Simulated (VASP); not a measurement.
# MoSe (Fm-3m) in VASP: notebook, part 2 of 2

VASP 6.6.1. The steps go on from the part before.

## (4) Single point, PBE+U

This run uses another cell than the first one, of 24.43 Å³/atom.

Input file INCAR:

```
PREC = Accurate ; ENCUT = 500
EDIFF = 1E-6 ; ISMEAR = 0
SIGMA = 0.1 ; LREAL = F
LASPH = T ; NELM = 200
ALGO = Normal ; ISIF = 2
LWAVE = F ; LCHARG = T
LMAXMIX = 4 ; LDAU = T
LDAUTYPE = 2 ; LDAUL = 2 -1
LDAUU = 4.38 0 ; LDAUJ = 0 0
LDAUPRINT = 1 ; GGA = PE
LELF = T ; LVHAR = T
NBANDS = 17 ; GGA_COMPAT = F
```

Input file KPOINTS:

```
regular mesh
0
Gamma
  12 12 12
```

Input file POSCAR:

```
MoSe
1.0
    0.0000000000      2.9016121386      2.9016121386
    2.9016121386      0.0000000000      2.9016121386
    2.9016121386      2.9016121386      0.0000000000
Mo Se
1 1
Direct
    0.0000000000      0.0000000000      0.0000000000
    0.5000000000      0.5000000000      0.5000000000
```

Potentials or basis: VASP PAW PBE potentials, release 64 (Mo_sv, Se).

Started as:

```sh
$ cat potpaw_PBE.64/Mo_sv/POTCAR potpaw_PBE.64/Se/POTCAR > POTCAR
$ mpirun -np 1 vasp_std > vasp.out
```

OUTCAR:

```text
PREC = Accurate
   ENCUT = 500
   EDIFF = 1E-6
   ISMEAR = 0
   LREAL = F
   LASPH = T
   NELM = 200
   ISIF = 2
   GGA = PE

 ion  position               nearest neighbor table
   1  0.000  0.000  0.000-   2 2.90   2 2.90   2 2.90   2 2.90   2 2.90   2 2.90
   2  0.500  0.500  0.500-   1 2.90   1 2.90   1 2.90   1 2.90   1 2.90   1 2.90

  LATTYP: Found a face centered cubic cell.
 ALAT       =     5.8032242772

  Lattice vectors:

 A1 = (   0.0000000000,   2.9016121386,   2.9016121386)
 A2 = (   2.9016121386,   0.0000000000,   2.9016121386)
 A3 = (   2.9016121386,   2.9016121386,   0.0000000000)

Analysis of symmetry for initial positions (statically):
=====================================================================
 Subroutine PRICEL returns:
 Original cell was already a primitive cell.

 Routine SETGRP: Setting up the symmetry group for a
 face centered cubic supercell.

 Subroutine GETGRP returns: Found 48 space group operations
 (whereof 48 operations were pure point group operations)
 out of a pool of 48 trial point group operations.

The static configuration has the point symmetry O_h .

Analysis of symmetry for dynamics (positions and initial velocities):
=====================================================================
 Subroutine PRICEL returns:
 Original cell was already a primitive cell.

 Routine SETGRP: Setting up the symmetry group for a
 face centered cubic supercell.

 Subroutine GETGRP returns: Found 48 space group operations
 (whereof 48 operations were pure point group operations)
[... 170 lines left out ...]
  o =  0.1334  v =  0.0000  0.0000  0.0000  0.0000  0.0000  0.0000  0.0000 -0.1220 -0.0000 -0.9925      0.0000  0.0000  0.0000  0.0000  0.0000  0.0000  0.0000  0.0000  0.0000  0.0000
  o =  0.5376  v =  0.0000  0.5083 -0.0000 -0.8612 -0.0000  0.0000  0.0000  0.0000  0.0000  0.0000      0.0000  0.0000  0.0000  0.0000  0.0000  0.0000  0.0000  0.0000  0.0000  0.0000
  o =  0.5376  v =  0.0000  0.0000  0.0000  0.0000  0.0000  0.0000  0.5083 -0.0000 -0.8612 -0.0000      0.0000  0.0000  0.0000  0.0000  0.0000  0.0000  0.0000  0.0000  0.0000  0.0000
  o =  0.5376  v =  0.0000  0.0000  0.0000  0.0000  0.0000  1.0000  0.0000  0.0000  0.0000  0.0000      0.0000  0.0000  0.0000  0.0000  0.0000  0.0000  0.0000  0.0000  0.0000  0.0000
  o =  0.5376  v =  1.0000  0.0000  0.0000  0.0000  0.0000  0.0000  0.0000  0.0000  0.0000  0.0000      0.0000  0.0000  0.0000  0.0000  0.0000  0.0000  0.0000  0.0000  0.0000  0.0000
  o =  0.5376  v =  0.0000  0.8612  0.0000  0.5083  0.0000  0.0000  0.0000  0.0000  0.0000  0.0000      0.0000  0.0000  0.0000  0.0000  0.0000  0.0000  0.0000  0.0000  0.0000  0.0000
  o =  0.5376  v =  0.0000  0.0000  0.0000  0.0000  0.0000  0.0000  0.8612  0.0000  0.5083  0.0000      0.0000  0.0000  0.0000  0.0000  0.0000  0.0000  0.0000  0.0000  0.0000  0.0000

 number of electron      20.0000002 magnetization

 Free energy of the ion-electron system (eV)
  ---------------------------------------------------
  ext. energy  EPLUGINS =         0.00000000
  ---------------------------------------------------
  free energy    TOTEN  =        -7.42144685 eV

  energy without entropy =       -7.38323450  energy(sigma->0) =       -7.40234067

 E-fermi :   5.6001     XC(G=0): -10.2006

 val. band max:        5.5884058733   @ k =   0.4167   0.0833   0.0000
 cond. band min:       5.6060426666   @ k =   0.5000   0.2500   0.0000
 fundamental gap:      0.0176367933
 Fermi energy:         5.6001051318

 k-point     1 :       0.0000    0.0000    0.0000
  band No.  band energies     occupation
      1     -55.8497      2.00000
      2     -29.8883      2.00000
      3     -29.8883      2.00000
      4     -29.8883      2.00000
      5      -8.1464      2.00000
      6       3.9661      2.00000
[... 457 lines left out ...]
      4     -29.8921      2.00000
      5      -7.3738      2.00000
      6       0.2949      2.00000
[... 9 lines left out ...]
     16      12.5845      0.00000
     17      13.4296      0.00000

 [... further k-points ...]

------------------------ aborting loop because EDIFF is reached ----------------------------------------

  FORCE on cell =-STRESS in cart. coord.  units (eV):
  Direction    XX          YY          ZZ          XY          YZ          ZX
  --------------------------------------------------------------------------------------
  -------------------------------------------------------------------------------------
  Total       -4.7138906     -4.7138906     -4.7138906      0.0000000     -0.0000000      0.0000000
  in kB     -154.5759802   -154.5759802   -154.5759802      0.0000000     -0.0000000      0.0000000
  external PRESSURE =    -154.5759802 kB  Pullay stress =       0.0000000 kB

 VOLUME and BASIS-vectors are now :
 -----------------------------------------------------------------------------
  energy-cutoff  :      500.00
  volume of cell :       48.86
      direct lattice vectors                 reciprocal lattice vectors
     0.000000000  2.901612139  2.901612139    -0.172318000  0.172318000  0.172318000
     2.901612139  0.000000000  2.901612139     0.172318000 -0.172318000  0.172318000
     2.901612139  2.901612139  0.000000000     0.172318000  0.172318000 -0.172318000

 POSITION                                       TOTAL-FORCE (eV/Angst)
 -----------------------------------------------------------------------------------
      0.00000      0.00000      0.00000        -0.000000      0.000000      0.000000
      2.90161      2.90161      2.90161         0.000000      0.000000     -0.000000
 -----------------------------------------------------------------------------------
    total drift:                               -0.000000      0.000000      0.000000

  FREE ENERGIE OF THE ION-ELECTRON SYSTEM (eV)
  ---------------------------------------------------
  free  energy   TOTEN  =        -7.4214468500 eV

  energy  without entropy=       -7.3832344971  energy(sigma->0) =       -7.40234067
```

stdout:

```text
POSCAR found type information on POSCAR MoSe
 POSCAR found :  2 types and       2 ions
 scaLAPACK will be used
 LDA part: xc-table for (Slater+PW92), standard interpolation
 POSCAR, INCAR and KPOINTS ok, starting setup
 FFT: planning ... GRIDC
 FFT: planning ... GRID_SOFT
 FFT: planning ... GRID
 WAVECAR not read
 entering main loop
```

It took 88 s on 1 thread of Intel Xeon 8259CL, shared host; peak memory 0.21 GiB.

Results:

```
Free energy            : -7.4214 eV
Pressure               : -15.5 GPa
Band gap on the k mesh : zero (bands 10 and 11 overlap by 1.38 eV)
```

Eigenvalues of the final occupation matrices:
```tsv
site	spin	trace	eigenvalues
site 1 d	1	1.88	0.13 0.13 0.54 0.54 0.54
site 1 d	2	1.88	0.13 0.13 0.54 0.54 0.54
```

Caveat: the cell stands under tension; U without spin polarisation on a metal has little footing.

## (5) Single point, PBE+U

This run uses another cell than the first one, of 25.84 Å³/atom.

Input file INCAR:

```
ALGO     = Normal         # electronic algorithm
EDIFF    = 1E-6           # SCF threshold, eV
ENCUT    = 500            # plane-wave cutoff, eV
GGA      = PE             # functional
GGA_COMPAT= False        
ISIF     = 2              # what is computed and relaxed
ISMEAR   = 0              # smearing method
LASPH    = True           # aspherical terms in the spheres
LCHARG   = False          # write CHGCAR
LDAU     = True           # DFT+U
LDAUJ    = 0 0          
LDAUL    = 2 -1           # shell
LDAUPRINT= 1            
LDAUTYPE = 2            
LDAUU    = 4.38 0         # U, eV
LMAXMIX  = 4              # l up to which the mixer works
LREAL    = False          # projectors in reciprocal space
LWAVE    = False          # write WAVECAR
NBANDS   = 17             # bands
NELM     = 200            # most SCF steps
PREC     = Accurate       # precision mode
SIGMA    = 0.1            # smearing width, eV
```

Input file KPOINTS:

```
k-points
0
Gamma
  12 12 12
```

Input file POSCAR:

```
MoSe
1.0
    0.0000000000      2.9563724150      2.9563724150
    2.9563724150      0.0000000000      2.9563724150
    2.9563724150      2.9563724150      0.0000000000
Mo Se
1 1
Direct
    0.0000000000      0.0000000000      0.0000000000
    0.5000000000      0.5000000000      0.5000000000
```

Started as:

```sh
$ cat potpaw_PBE.64/Mo_sv/POTCAR potpaw_PBE.64/Se/POTCAR > POTCAR
$ mpirun -np 1 vasp_std > vasp.out
```

It took 90 s on 1 thread of Intel Xeon 8259CL, shared host; peak memory 0.21 GiB.

It converged, with:

```
Free energy            : -7.1401 eV
Pressure               : -16.5 GPa
Band gap on the k mesh : zero (bands 10 and 11 overlap by 1.23 eV)
```

Levels at points of the mesh, in eV from the Fermi level:
| k point | band 8 | band 9 | band 10 | band 11 | band 12 | band 13 |
| --- | --- | --- | --- | --- | --- | --- |
| (0.00, 0.00, 0.00) | -1.51 | -1.06 | -1.06 | -1.06 | 0.54 | 0.54 |
| (0.50, 0.00, 0.00) | -3.13 | -0.09 | -0.09 | 0.13 | 2.86 | 3.75 |
| (0.50, 0.50, 0.00) | -2.54 | -1.83 | 0.08 | 0.08 | 1.05 | 1.67 |

Eigenvalues of the final occupation matrices:
```csv
site,spin,trace,eigenvalues
site 1 d,1,1.87,0.12 0.12 0.54 0.54 0.54
site 1 d,2,1.87,0.12 0.12 0.54 0.54 0.54
```

Caveat: the cell stands under tension; U without spin polarisation on a metal has little footing.

## (6) Summary

| cell | gap on the mesh (eV) | pressure (GPa) |
| --- | --- | --- |
| a = 3.995 Å, angles 60.0°, 2 atoms | none | -12.9 |
| a = 4.050 Å, angles 60.0°, 2 atoms | none | -14.4 |
| a = 4.103 Å, angles 60.0°, 2 atoms | none | -15.5 |
| a = 4.181 Å, angles 60.0°, 2 atoms | none | -16.5 |

Alike in all rows: task single point; level PBE+U; potentials or basis VASP PAW PBE potentials, release 64 (Mo_sv, Se); no spin polarisation; Mo d U = 4.38 eV; k mesh 12 × 12 × 12; cutoff (eV) 500; smearing gaussian 0.1 eV.

Caveats: the cell stands under tension; U without spin polarisation on a metal has little footing.

Total energies depend on the potentials used, so only differences within one code and one set of settings carry meaning.
